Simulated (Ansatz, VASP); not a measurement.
# BAs in VASP and in Ansatz

```
B As
1.0
     0.00000    2.38850    2.43627
     2.38850    0.00000    2.43627
     2.38850    2.38850    0.00000
B As
1 1
Direct
  0.00000 0.00000 0.00000
  0.75000 0.75000 0.75000
```

Change from the starting cell: zz strain of +2 %.

Alike in both runs: task single point; functional PBE; k mesh 15 × 15 × 15; occupations fermi-dirac, width 0.03 eV; no spin polarisation.

|  | VASP | Ansatz |
| --- | --- | --- |
| version | VASP 6.6.1 | Ansatz 0.2.0 |
| potentials or method | VASP PAW PBE potentials, release 64 (B, As), cutoff 520 eV | all-electron LAPW, scalar-relativistic |

```tsv
	VASP	Ansatz	Ansatz less VASP
pressure (GPa)	0.6	0.0	-0.63
traceless stress, the component that is largest in VASP (GPa)	-2.75	-2.77	-0.014
```

Ansatz ran all-electron here, and VASP with PAW potentials.
